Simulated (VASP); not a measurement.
# Ce (P6_3/mmc) in VASP: further runs

The runs below take Ce through single point, with LDA.

Program: VASP 6.6.1. These are calculated values, not measurements. Logs are shortened: lines on timing, memory, paths and dates and some standing lists are left out, and cuts for length are marked.

### 1 The cell of the first run

It takes space group P6_3/mmc (No. 194, hexagonal). The conventional cell has a = 3.099 Å, b = 3.099 Å, c = 5.747 Å, α = 90.00°, β = 90.00°, γ = 120.00°. Within 4.1 Å of Ce (site symmetry -6m2) lie 12 Ce at 3.10 to 3.39 Å.

This isn't the form of Ce at room conditions, which is fcc.

### 2 Single point, LDA (23.91 Å³/atom)

The input, INCAR:

```
ALGO = Normal ; EDIFF = 1E-7
ENCUT = 520 ; ISIF = 2
ISMEAR = -1 ; LASPH = True
LCHARG = False ; LREAL = False
LWAVE = False ; NBANDS = 19
NELM = 60 ; PREC = Accurate
SIGMA = 0.05
```

The input, KPOINTS:

```
k-points
0
Gamma
  15 15 7
```

The input, POSCAR:

```
Ce
1.0
    3.0994752054      0.0000000000      0.0000000000
   -1.5497376027      2.6842242663      0.0000000000
    0.0000000000      0.0000000000      5.7474207930
Ce
2
Direct
    0.3333333333      0.6666666667      0.2500000000
    0.6666666667      0.3333333333      0.7500000000
```

Potentials or basis: VASP PAW LDA potentials, release 64 (Ce).

Run with:

```console
$ cat potpaw_LDA.64/Ce/POTCAR > POTCAR
$ mpirun -np 1 vasp_std > vasp.out
```

OUTCAR:

```text
EDIFF = 1E-7
   ENCUT = 520
   ISIF = 2
   ISMEAR = -1
   LASPH = True
   LREAL = False
   NELM = 60
   PREC = Accurate

 ion  position               nearest neighbor table
   1  0.333  0.667  0.250-
   2  0.667  0.333  0.750-

  LATTYP: Found a hexagonal cell.
 ALAT       =     3.0994752054
 C/A-ratio  =     1.8543206227

  Lattice vectors:

 A1 = (   3.0994752054,   0.0000000000,   0.0000000000)
 A2 = (  -1.5497376027,   2.6842242663,   0.0000000000)
 A3 = (   0.0000000000,   0.0000000000,   5.7474207930)

Analysis of symmetry for initial positions (statically):
=====================================================================
 Subroutine PRICEL returns:
 Original cell was already a primitive cell.

 Routine SETGRP: Setting up the symmetry group for a
 hexagonal supercell.

 Subroutine GETGRP returns: Found 24 space group operations
 (whereof 12 operations were pure point group operations)
 out of a pool of 24 trial point group operations.

The static configuration has the point symmetry D_3d.
 The point group associated with its full space group is D_6h.

Analysis of symmetry for dynamics (positions and initial velocities):
=====================================================================
 Subroutine PRICEL returns:
 Original cell was already a primitive cell.

 Routine SETGRP: Setting up the symmetry group for a
 hexagonal supercell.

 Subroutine GETGRP returns: Found 24 space group operations
 (whereof 12 operations were pure point group operations)
 out of a pool of 24 trial point group operations.

The dynamic configuration has the point symmetry D_3d.
 The point group associated with its full space group is D_6h.

 Subroutine INISYM returns: Found 24 space group operations
 (whereof 12 operations are pure point group operations),
 and found     1 'primitive' translations

----------------------------------------------------------------------------------------

                                     Primitive cell

  volume of cell :      47.8167

  direct lattice vectors                    reciprocal lattice vectors
     3.099475205  0.000000000  0.000000000     0.322635264  0.186273556  0.000000000
    -1.549737603  2.684224266  0.000000000     0.000000000  0.372547113  0.000000000
     0.000000000  0.000000000  5.747420793     0.000000000  0.000000000  0.173991089

  length of vectors
     3.099475205  3.099475205  5.747420793     0.372547113  0.372547113  0.173991089

  position of ions in fractional coordinates (direct lattice)
     0.333333333  0.666666667  0.250000000
     0.666666667  0.333333333  0.750000000

  ion indices of the primitive-cell ions
   primitive index   ion index
                 1           1
                 2           2

----------------------------------------------------------------------------------------

 KPOINTS: k-points

Automatic generation of k-mesh.
 Grid dimensions read from file:
 generate k-points for:   15   15    7

 Generating k-lattice:

  Cartesian coordinates                     Fractional coordinates (reciprocal lattice)
     0.021509018  0.012418237  0.000000000     0.066666667  0.000000000  0.000000000
     0.000000000  0.024836474  0.000000000     0.000000000  0.066666667  0.000000000
     0.000000000  0.000000000  0.024855870     0.000000000  0.000000000  0.142857143

  Length of vectors
     0.024836474  0.024836474  0.024855870

  Shift w.r.t. Gamma in fractional coordinates (k-lattice)
     0.000000000  0.000000000  0.000000000

 Subroutine IBZKPT returns following result:
 ===========================================

 Found    108 irreducible k-points:

 Following reciprocal coordinates:
            Coordinates               Weight
  0.000000  0.000000  0.000000      1.000000
  0.066667 -0.000000  0.000000      6.000000
  0.133333  0.000000  0.000000      6.000000
  0.200000 -0.000000  0.000000      6.000000
  0.266667  0.000000  0.000000      6.000000
  0.333333 -0.000000  0.000000      6.000000
[... 16 lines left out ...]
  0.333333  0.200000  0.000000     12.000000
  0.400000  0.200000  0.000000      6.000000
 [... further k-points ...]
   k-points           NKPTS =    108   k-points in BZ     NKDIM =    108   number of bands    NBANDS=     19
   number of dos      NEDOS =    301   number of ions     NIONS =      2
   total plane-waves  NPLWV =  27648
   dimension x,y,z NGX =    24 NGY =   24 NGZ =   48
   dimension x,y,z NGXF=    48 NGYF=   48 NGZF=   96
   ions per type =               2
   NGX,Y,Z   is equivalent  to a cutoff of  12.87, 12.87, 13.88 a.u.
   NGXF,Y,Z  is equivalent  to a cutoff of  25.75, 25.75, 27.77 a.u.
 SYSTEM =  unknown system
   PREC   = accura    normal or accurate (medium, high low for compatibility)
   ISTART =      0    job   : 0-new  1-cont  2-samecut
   ICHARG =      2    charge: 1-file 2-atom 10-const
   ISPIN  =      1    spin polarized calculation?
   LNONCOLLINEAR =      F non collinear calculations
   LSORBIT =      F    spin-orbit coupling
   LASPH  =      T    aspherical Exc in radial PAW
   ENCUT  =  520.0 eV  38.22 Ry    6.18 a.u.   5.76  5.76 10.69*2*pi/ulx,y,z
   NELM   =     60;   NELMIN=  2; NELMDL= -5     # of ELM steps
   EDIFF  = 0.1E-06   stopping-criterion for ELM
   LREAL  =      F    real-space projection
   EDIFFG = 0.1E-05   stopping-criterion for IOM
   NSW    =      0    number of steps for IOM
   IBRION =     -1    ionic relax: 0-MD 1-quasi-New 2-CG
   NFREE  =      0    steps in history (QN), initial steepest desc. (CG)
   ISIF   =      2    stress and relaxation
   ISYM   =      2    0-nonsym 1-usesym 2-fastsym
   POTIM  = 0.5000    time-step for ionic-motion
   TEBEG  =    0.0;   TEEND  =   0.0 temperature during run
   PSTRESS=    0.0 pullay stress
   NELECT =      24.0000    total number of electrons
   NUPDOWN=      -1.0000    fix difference up-down
   EMIN   =  10.00;   EMAX   =-10.00  energy-range for DOS
   EFERMI =   0.00;   METHOD = LEGACY
   ISMEAR =    -1;   SIGMA  =   0.05  broadening in eV -4-tet -1-fermi 0-gaus
   EFERMI_NEDOS =   21; number of points for ismear=-14 and -15
   IALGO  =     38    algorithm
   IMIX   =      4    mixing-type and parameters
     AMIX     =   0.40;   BMIX     =  1.00
     AMIX_MAG =   1.60;   BMIX_MAG =  1.00
  volume/ion in A,a.u.               =      23.91       161.34
  Fermi-wavevector in a.u.,A,eV,Ry     =   1.301024  2.458579 23.030079  1.692663
  Thomas-Fermi vector in A             =   2.432185
   LORBIT       =      0    0 simple, 1 ext, 2 COOP (PROOUT), +10 PAW based schemes
   GGA     = CA    functional components
   LHFCALC =     F    Hartree Fock is set to
   AEXX    =    0.0000 exact exchange contribution
   IVDW    =     0    specifies the selected vdW correction
   LEPSILON=     F    determine dielectric tensor
   LRPA    =     F    only Hartree local field effects (RPA)
 non-spin polarized calculation
  energy-cutoff  :      520.00
  volume of cell :       47.82
 maximum number of plane-waves:      1305
 NGX is ok and might be reduce to    24
   NGX = 11   NGY = 11   NGZ = 21

 number of electron      24.0000000 magnetization

 Free energy of the ion-electron system (eV)
  ---------------------------------------------------
  ext. energy  EPLUGINS =         0.00000000
  ---------------------------------------------------
  free energy    TOTEN  =       -13.64990153 eV

  energy without entropy =      -13.60190691  energy(sigma->0) =      -13.62590422

 E-fermi :  10.1771     XC(G=0): -11.9834

 val. band max:       10.1763365230   @ k =   0.0667  -0.0000   0.0000
 cond. band min:      10.1796327473   @ k =   0.4667   0.0000   0.0000
 fundamental gap:      0.0032962243
 Fermi energy:        10.1770605753

 k-point     1 :       0.0000    0.0000    0.0000
  band No.  band energies     occupation
      1     -24.5190      2.00000
      2     -24.0484      2.00000
      3      -8.6072      2.00000
      4      -5.6872      2.00000
      5      -5.0690      2.00000
      6      -5.0690      2.00000
[... 11 lines left out ...]
     18      10.9535      0.00000
     19      10.9545      0.00000

 k-point     2 :       0.0667   -0.0000    0.0000
  band No.  band energies     occupation
      1     -24.4854      2.00000
      2     -24.0219      2.00000
      3      -8.5588      2.00000
      4      -5.6846      2.00000
      5      -5.2803      2.00000
      6      -5.1236      2.00000
[... 11 lines left out ...]
     18      10.9663      0.00000
     19      10.9872      0.00000

 k-point     3 :       0.1333    0.0000    0.0000
  band No.  band energies     occupation
      1     -24.3888      2.00000
      2     -23.9464      2.00000
      3      -8.4167      2.00000
      4      -5.8453      2.00000
      5      -5.6814      2.00000
      6      -5.5723      2.00000
[... 11 lines left out ...]
     18      10.9935      0.00000
     19      11.0126      0.00000

 k-point     4 :       0.2000   -0.0000    0.0000
  band No.  band energies     occupation
      1     -24.2404      2.00000
      2     -23.8337      2.00000
      3      -8.1910      2.00000
      4      -6.6073      2.00000
      5      -6.3060      2.00000
      6      -5.6894      2.00000
[... 11 lines left out ...]
     18      10.9744      0.00000
     19      11.0807      0.00000

 k-point     5 :       0.2667    0.0000    0.0000
  band No.  band energies     occupation
      1     -24.0592      2.00000
      2     -23.7032      2.00000
      3      -7.8995      2.00000
      4      -7.4055      2.00000
      5      -7.0750      2.00000
      6      -5.7252      2.00000
[... 11 lines left out ...]
     18      11.0200      0.00000
     19      11.0888      0.00000
[... 334 lines left out ...]
      2     -23.5498      2.00000
      3      -7.8096      2.00000
      4      -7.7709      2.00000
      5      -7.4911      2.00000
      6      -6.2975      2.00000
[... 11 lines left out ...]
     18      10.9812      0.00000
     19      11.0374      0.00000

 k-point    22 :       0.2667    0.2000    0.0000
  band No.  band energies     occupation
      1     -23.6721      2.00000
      2     -23.4647      2.00000
      3      -8.2129      2.00000
      4      -8.0282      2.00000
      5      -7.1823      2.00000
      6      -6.6778      2.00000
[... 11 lines left out ...]
     18      10.9242      0.00000
     19      11.0718      0.00000

 k-point    23 :       0.3333    0.2000    0.0000
  band No.  band energies     occupation
      1     -23.5537      2.00000
      2     -23.4162      2.00000
      3      -8.4846      2.00000
      4      -8.1723      2.00000
      5      -6.9644      2.00000
      6      -6.9021      2.00000
[... 11 lines left out ...]
     18      10.9847      0.00000
     19      11.0956      0.00000

 k-point    24 :       0.4000    0.2000    0.0000
  band No.  band energies     occupation
      1     -23.5052      2.00000
      2     -23.4048      2.00000
      3      -8.5799      2.00000
      4      -8.2178      2.00000
      5      -7.0711      2.00000
      6      -6.7648      2.00000
[... 11 lines left out ...]
     18      11.0810      0.00000
     19      11.1038      0.00000

 [... further k-points ...]
[... 5 lines left out ...]
  --------------------------------------------------------------------------------------
  -------------------------------------------------------------------------------------
  Total       -0.9880404     -0.9880404     -0.9207749      0.0000000     -0.0000000      0.0000000
  in kB      -33.1058935    -33.1058935    -30.8520549      0.0000000     -0.0000000      0.0000000
  external PRESSURE =     -32.3546140 kB  Pullay stress =       0.0000000 kB

 VOLUME and BASIS-vectors are now :
 -----------------------------------------------------------------------------
  energy-cutoff  :      520.00
  volume of cell :       47.82
      direct lattice vectors                 reciprocal lattice vectors
     3.099475205  0.000000000  0.000000000     0.322635264  0.186273556  0.000000000
    -1.549737603  2.684224266  0.000000000     0.000000000  0.372547113  0.000000000
     0.000000000  0.000000000  5.747420793     0.000000000  0.000000000  0.173991089

 POSITION                                       TOTAL-FORCE (eV/Angst)
 -----------------------------------------------------------------------------------
     -0.00000      1.78948      1.43686        -0.000000      0.000000      0.000000
      1.54974      0.89474      4.31057         0.000000     -0.000000      0.000000
 -----------------------------------------------------------------------------------
    total drift:                               -0.000000      0.000000     -0.000000

  FREE ENERGIE OF THE ION-ELECTRON SYSTEM (eV)
  ---------------------------------------------------
  free  energy   TOTEN  =       -13.6499015329 eV

  energy  without entropy=      -13.6019069069  energy(sigma->0) =      -13.62590422
```

Run time: 2.8 min. Hardware: 1 thread of Oxide Virtual Turin-like, shared host; peak memory 0.19 GiB.

What came out:

```yaml
Free_energy: -13.6499 eV
Pressure: -3.2 GPa
Band_gap_on_the_k_mesh: zero (bands 12 and 13 overlap by 0.56 eV)
```

Caveat: the cell stands under tension; spin-orbit coupling is left out, which moves the levels of the heavy elements; semilocal functionals describe open f shells poorly, which spoils levels, moments and volumes.

### 3 Single point, LDA (25.93 Å³/atom)

This run uses another cell than the first one, of 25.93 Å³/atom.

The input, INCAR:

```
  PREC = Accurate
  ENCUT = 520
  EDIFF = 1E-7
  ISMEAR = -1
  SIGMA = 0.05
  LREAL = False
  LASPH = True
  NELM = 100
  ALGO = Normal
  ISIF = 2
  LWAVE = False
  LCHARG = False
  NBANDS = 19
```

The input, KPOINTS:

```
regular mesh
0
Gamma
  15 15 7
```

The input, POSCAR:

```
Ce
1.0
    3.1844562779      0.0000000000      0.0000000000
   -1.5922281390      2.7578200339      0.0000000000
    0.0000000000      0.0000000000      5.9050029484
Ce
2
Direct
    0.3333333333      0.6666666667      0.2500000000
    0.6666666667      0.3333333333      0.7500000000
```

Potentials or basis: VASP PAW LDA potentials, release 64 (Ce).

Run with:

```console
$ cat potpaw_LDA.64/Ce/POTCAR > POTCAR
$ mpirun -np 1 vasp_std > vasp.out
```

It took 2.8 min on 1 thread of Oxide Virtual Turin-like, shared host; peak memory 0.2 GiB.

It converged, with:

* Free energy: -13.5422 eV
* Pressure: -5.6 GPa
* Band gap on the k mesh: zero (bands 12 and 13 overlap by 0.54 eV)

Stress tensor (GPa, compression positive):
```
-5.38  0.00  0.00
 0.00 -5.38  0.00
 0.00  0.00 -6.03
```

Levels at points of the mesh, in eV from the Fermi level:
| k point | band 8 | band 9 | band 10 | band 11 | band 12 | band 13 | band 14 | band 15 | band 16 | band 17 |
| --- | --- | --- | --- | --- | --- | --- | --- | --- | --- | --- |
| (0.00, 0.00, 0.00) | -15.34 | -2.69 | -1.63 | -0.21 | 0.06 | 0.13 | 0.56 | 0.56 | 0.61 | 0.63 |

Caveat: the cell stands under tension; spin-orbit coupling is left out, which moves the levels of the heavy elements; semilocal functionals describe open f shells poorly, which spoils levels, moments and volumes.

### 4 Single point, LDA (26.95 Å³/atom)

This run uses another cell than the first one, of 26.95 Å³/atom.

The input, INCAR:

```
SYSTEM = Ce
PREC = Accurate
ENCUT = 520
EDIFF = 1E-6
ISMEAR = -1
SIGMA = 0.05
LREAL = .False.
LASPH = .True.
NELM = 80
ALGO = Normal
ISIF = 2
LWAVE = .False.
LCHARG = .False.
GGA = CA
NBANDS = 19
```

The input, KPOINTS:

```
Automatic mesh
0
Gamma
  15 15 7
  0 0 0
```

The input, POSCAR:

```
Ce
1.0
    3.2255505688      0.0000000000      0.0000000000
   -1.6127752844      2.7934087338      0.0000000000
    0.0000000000      0.0000000000      5.9812049394
Ce
2
Direct
    0.3333333333      0.6666666667      0.2500000000
    0.6666666667      0.3333333333      0.7500000000
```

Run with:

```console
$ cat potpaw_LDA.64/Ce/POTCAR > POTCAR
$ mpirun -np 1 vasp_std > vasp.out
```

It took 2.3 min on 1 thread of Oxide Virtual Turin-like, shared host; peak memory 0.21 GiB.

The run converged. Its results:

* Free energy: -13.4683 eV
* Pressure: -6.4 GPa
* Band gap on the k mesh: zero (bands 12 and 13 overlap by 0.50 eV)

Stress tensor (GPa, compression positive):
```
-6.05  0.00  0.00
 0.00 -6.05  0.00
 0.00  0.00 -7.07
```

Levels at points of the mesh, in eV from the Fermi level:
| k point | band 9 | band 10 | band 11 | band 12 | band 13 | band 14 | band 15 | band 16 |
| --- | --- | --- | --- | --- | --- | --- | --- | --- |
| (0.00, 0.00, 0.00) | -2.79 | -1.63 | -0.17 | 0.07 | 0.13 | 0.53 | 0.53 | 0.57 |

Caveat: the cell stands under tension; spin-orbit coupling is left out, which moves the levels of the heavy elements; semilocal functionals describe open f shells poorly, which spoils levels, moments and volumes. Spin polarisation is off, so any magnetic state and its effect on volume and gap are missing.

### 5 The runs side by side

| cell | gap on the mesh (eV) | pressure (GPa) |
| --- | --- | --- |
| a = 3.099, b = 3.099, c = 5.747 Å, angles 90.0, 90.0, 120.0°, 2 atoms | none | -3.2 |
| a = 3.184, b = 3.184, c = 5.905 Å, angles 90.0, 90.0, 120.0°, 2 atoms | none | -5.6 |
| a = 3.226, b = 3.226, c = 5.981 Å, angles 90.0, 90.0, 120.0°, 2 atoms | none | -6.4 |

Alike in all rows: task single point; level LDA; potentials or basis VASP PAW LDA potentials, release 64 (Ce); no spin polarisation; k mesh 15 × 15 × 7; cutoff (eV) 520; smearing fermi-dirac 0.05 eV.

Caveats: the cell stands under tension; spin-orbit coupling is left out, which moves the levels of the heavy elements; semilocal functionals describe open f shells poorly, which spoils levels, moments and volumes.

Absolute energies hang on the potentials; compare differences alone.
